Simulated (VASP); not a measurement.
# EuS (Fm-3m) in VASP: further runs, part 2 of 2

VASP 6.6.1. The steps go on from the part before.

## (3) Single point, BLYP, collinear spin, ferromagnetic start

This run uses another cell than the first one, of 25.90 Å³/atom.

INCAR

```
SYSTEM = EuS
PREC     = Accurate       ! precision mode
ENCUT    = 600            ! plane-wave cutoff, eV
EDIFF    = 1E-6           ! SCF threshold, eV
ISMEAR   = -1             ! smearing method
SIGMA    = 0.05           ! smearing width, eV
LREAL    = .FALSE.        ! projectors in reciprocal space
LASPH    = .TRUE.         ! aspherical terms in the spheres
NELM     = 200            ! most SCF steps
ALGO     = Normal         ! electronic algorithm
ISIF     = 2              ! what is computed and relaxed
LWAVE    = .FALSE.        ! write WAVECAR
LCHARG   = .FALSE.        ! write CHGCAR
ISPIN    = 2              ! spin polarisation
MAGMOM   = 7 0            ! initial moments
LORBIT   = 11             ! projections on sites
LMAXMIX  = 6              ! l up to which the mixer works
GGA      = B5             ! functional
ALDAX    = 1.0          
AGGAX    = 1.0          
AGGAC    = 1.0          
ALDAC    = 0.0          
NBANDS   = 22             ! bands
GGA_COMPAT= .FALSE.
```

KPOINTS

```
regular mesh
0
G
  8 8 8
  0 0 0
```

POSCAR

```
EuS
1.0
    0.0000000000      2.9585094648      2.9585094648
    2.9585094648      0.0000000000      2.9585094648
    2.9585094648      2.9585094648      0.0000000000
Eu S
1 1
Direct
    0.0000000000      0.0000000000      0.0000000000
    0.5000000000      0.5000000000      0.5000000000
```

Potentials or basis: VASP PAW PBE potentials, release 64 (Eu, S).

Launch:

```bash
$ cat potpaw_PBE.64/Eu/POTCAR potpaw_PBE.64/S/POTCAR > POTCAR
$ mpirun -np 1 vasp_std > vasp.out
```

OUTCAR:

```text
SYSTEM = EuS
   PREC = Accurate
   ENCUT = 600
   EDIFF = 1E-6
   ISMEAR = -1
   LREAL = .FALSE.
   LASPH = .TRUE.
   NELM = 200
   ISIF = 2
   ISPIN = 2
   LORBIT = 11
   GGA = B5

 ion  position               nearest neighbor table
   1  0.000  0.000  0.000-   2 2.96   2 2.96   2 2.96   2 2.96   2 2.96   2 2.96
   2  0.500  0.500  0.500-   1 2.96   1 2.96   1 2.96   1 2.96   1 2.96   1 2.96

  LATTYP: Found a face centered cubic cell.
 ALAT       =     5.9170189296

  Lattice vectors:

 A1 = (   0.0000000000,   2.9585094648,   2.9585094648)
 A2 = (   2.9585094648,   0.0000000000,   2.9585094648)
 A3 = (   2.9585094648,   2.9585094648,   0.0000000000)

Analysis of symmetry for initial positions (statically):
=====================================================================
 Subroutine PRICEL returns:
 Original cell was already a primitive cell.

 Routine SETGRP: Setting up the symmetry group for a
 face centered cubic supercell.

 Subroutine GETGRP returns: Found 48 space group operations
 (whereof 48 operations were pure point group operations)
 out of a pool of 48 trial point group operations.

The static configuration has the point symmetry O_h .

Analysis of symmetry for dynamics (positions and initial velocities):
=====================================================================
 Subroutine PRICEL returns:
 Original cell was already a primitive cell.

 Routine SETGRP: Setting up the symmetry group for a
 face centered cubic supercell.

 Subroutine GETGRP returns: Found 48 space group operations
 (whereof 48 operations were pure point group operations)
 out of a pool of 48 trial point group operations.

The dynamic configuration has the point symmetry O_h .

Analysis of structural, dynamic, and magnetic symmetry:
=====================================================================
 Subroutine PRICEL returns:
 Original cell was already a primitive cell.

 Routine SETGRP: Setting up the symmetry group for a
 face centered cubic supercell.

 Subroutine GETGRP returns: Found 48 space group operations
 (whereof 48 operations were pure point group operations)
 out of a pool of 48 trial point group operations.

The overall configuration has the point symmetry O_h .

 Subroutine INISYM returns: Found 48 space group operations
 (whereof 48 operations are pure point group operations),
 and found     1 'primitive' translations

----------------------------------------------------------------------------------------

                                     Primitive cell

  volume of cell :      51.7904

  direct lattice vectors                    reciprocal lattice vectors
     0.000000000  2.958509465  2.958509465    -0.169004022  0.169004022  0.169004022
     2.958509465  0.000000000  2.958509465     0.169004022 -0.169004022  0.169004022
     2.958509465  2.958509465  0.000000000     0.169004022  0.169004022 -0.169004022

  length of vectors
     4.183964210  4.183964210  4.183964210     0.292723554  0.292723554  0.292723554

  position of ions in fractional coordinates (direct lattice)
     0.000000000  0.000000000  0.000000000
     0.500000000  0.500000000  0.500000000

  ion indices of the primitive-cell ions
   primitive index   ion index
[... 62 lines left out ...]
   NGX,Y,Z   is equivalent  to a cutoff of  14.30, 14.30, 14.30 a.u.
   NGXF,Y,Z  is equivalent  to a cutoff of  28.61, 28.61, 28.61 a.u.
 SYSTEM =  EuS
   PREC   = accura    normal or accurate (medium, high low for compatibility)
   ISTART =      0    job   : 0-new  1-cont  2-samecut
   ICHARG =      2    charge: 1-file 2-atom 10-const
   ISPIN  =      2    spin polarized calculation?
   LNONCOLLINEAR =      F non collinear calculations
   LSORBIT =      F    spin-orbit coupling
   LASPH  =      T    aspherical Exc in radial PAW
   ENCUT  =  600.0 eV  44.10 Ry    6.64 a.u.   8.36  8.36  8.36*2*pi/ulx,y,z
   NELM   =    200;   NELMIN=  2; NELMDL= -5     # of ELM steps
   EDIFF  = 0.1E-05   stopping-criterion for ELM
   LREAL  =      F    real-space projection
   EDIFFG = 0.1E-04   stopping-criterion for IOM
   NSW    =      0    number of steps for IOM
   IBRION =     -1    ionic relax: 0-MD 1-quasi-New 2-CG
   NFREE  =      0    steps in history (QN), initial steepest desc. (CG)
   ISIF   =      2    stress and relaxation
   ISYM   =      2    0-nonsym 1-usesym 2-fastsym
   POTIM  = 0.5000    time-step for ionic-motion
   TEBEG  =    0.0;   TEEND  =   0.0 temperature during run
   PSTRESS=    0.0 pullay stress
   NELECT =      23.0000    total number of electrons
   NUPDOWN=      -1.0000    fix difference up-down
   EMIN   =  10.00;   EMAX   =-10.00  energy-range for DOS
   EFERMI =   0.00;   METHOD = LEGACY
   ISMEAR =    -1;   SIGMA  =   0.05  broadening in eV -4-tet -1-fermi 0-gaus
   EFERMI_NEDOS =   21; number of points for ismear=-14 and -15
   IALGO  =     38    algorithm
   IMIX   =      4    mixing-type and parameters
     AMIX     =   0.40;   BMIX     =  1.00
     AMIX_MAG =   1.60;   BMIX_MAG =  1.00
  volume/ion in A,a.u.               =      25.90       174.75
  Fermi-wavevector in a.u.,A,eV,Ry     =   1.249015  2.360297 21.225628  1.560040
  Thomas-Fermi vector in A             =   2.383076
   LORBIT       =     11    0 simple, 1 ext, 2 COOP (PROOUT), +10 PAW based schemes
   GGA     = B5    functional components
   LHFCALC =     F    Hartree Fock is set to
   AEXX    =    0.0000 exact exchange contribution
   IVDW    =     0    specifies the selected vdW correction
   LEPSILON=     F    determine dielectric tensor
   LRPA    =     F    only Hartree local field effects (RPA)
 spin polarized calculation
  energy-cutoff  :      600.00
  volume of cell :       51.79
 maximum number of plane-waves:      1759
 NGX is ok and might be reduce to    36
   NGX = 17   NGY = 17   NGZ = 17

 number of electron      22.9999999 magnetization       6.9665297

 Free energy of the ion-electron system (eV)
  ---------------------------------------------------
  ext. energy  EPLUGINS =         0.00000000
  ---------------------------------------------------
  free energy    TOTEN  =       -18.58433753 eV

  energy without entropy =      -18.57420379  energy(sigma->0) =      -18.57927066

 E-fermi :   4.9343     XC(G=0):  -9.1862

 val. band max:        4.8758350109   @ k =   0.1250   0.1250   0.0000
 cond. band min:       4.9762425977   @ k =   0.0000   0.0000   0.0000
 fundamental gap:      0.1004075868
 Fermi energy:         4.9343496110

 spin component 1

 k-point     1 :       0.0000    0.0000    0.0000
  band No.  band energies     occupation
      1     -36.4410      1.00000
      2     -15.2872      1.00000
      3     -15.2872      1.00000
      4     -15.2872      1.00000
      5      -8.6505      1.00000
      6       2.0677      1.00000
[... 589 lines left out ...]
     21      11.2395      0.00000
     22      12.1469      0.00000

 [... further k-points ...]

 spin component 2

 k-point     1 :       0.0000    0.0000    0.0000
  band No.  band energies     occupation
      1     -33.5438      1.00000
      2     -13.1665      1.00000
      3     -13.1665      1.00000
      4     -13.1665      1.00000
      5      -8.6444      1.00000
      6       2.2244      1.00000
[... 589 lines left out ...]
     21      12.1082      0.00000
     22      12.9161      0.00000

 [... further k-points ...]
[... 5 lines left out ...]
  --------------------------------------------------------------------------------------
  -------------------------------------------------------------------------------------
  Total        0.5324192      0.5324192      0.5324192     -0.0000000      0.0000000     -0.0000000
  in kB       16.4708260     16.4708260     16.4708260     -0.0000000      0.0000000     -0.0000000
  external PRESSURE =      16.4708260 kB  Pullay stress =       0.0000000 kB

 VOLUME and BASIS-vectors are now :
 -----------------------------------------------------------------------------
  energy-cutoff  :      600.00
  volume of cell :       51.79
      direct lattice vectors                 reciprocal lattice vectors
     0.000000000  2.958509465  2.958509465    -0.169004022  0.169004022  0.169004022
     2.958509465  0.000000000  2.958509465     0.169004022 -0.169004022  0.169004022
     2.958509465  2.958509465  0.000000000     0.169004022  0.169004022 -0.169004022

 POSITION                                       TOTAL-FORCE (eV/Angst)
 -----------------------------------------------------------------------------------
      0.00000      0.00000      0.00000         0.000000      0.000000     -0.000000
      2.95851      2.95851      2.95851        -0.000000     -0.000000      0.000000
 -----------------------------------------------------------------------------------
    total drift:                               -0.000000      0.000000      0.000000

  FREE ENERGIE OF THE ION-ELECTRON SYSTEM (eV)
  ---------------------------------------------------
  free  energy   TOTEN  =       -18.5843375304 eV

  energy  without entropy=      -18.5742037854  energy(sigma->0) =      -18.57927066

 total charge

# of ion       s       p       d       f       tot
--------------------------------------------------
    1        2.027   5.746   0.320   6.668  14.761
    2        1.326   2.466   0.000   0.000   3.792
--------------------------------------------------
tot          3.354   8.212   0.320   6.668  18.554

 magnetization (x)

# of ion       s       p       d       f       tot
--------------------------------------------------
    1       -0.014  -0.103   0.086   6.635   6.603
    2       -0.005  -0.049   0.000   0.000  -0.054
--------------------------------------------------
tot         -0.019  -0.152   0.086   6.635   6.549
```

It took 2.1 min on 1 thread of AMD EPYC 9R45 (Zen 5), shared host; peak memory 0.26 GiB.

Results:

| Quantity | Value |
| --- | --- |
| Free energy | -18.5843 eV |
| Pressure | 1.6 GPa |
| Band gap on the k mesh | zero (filled and empty bands overlap) |
| Net moment | 6.97 μB per cell |
| Site moments | Eu +6.60; S -0.05 μB |
| Valence electrons inside the program's atomic spheres | Eu 14.76; S 3.79 |

Caveat: the PAW data sets were made with another functional, which shifts forces and pressure a little; spin-orbit coupling is left out, which moves the levels of the heavy elements; a cell with one magnetic atom can't hold antiferromagnetic order, which such compounds often take; semilocal functionals describe open f shells poorly, which spoils levels, moments and volumes.
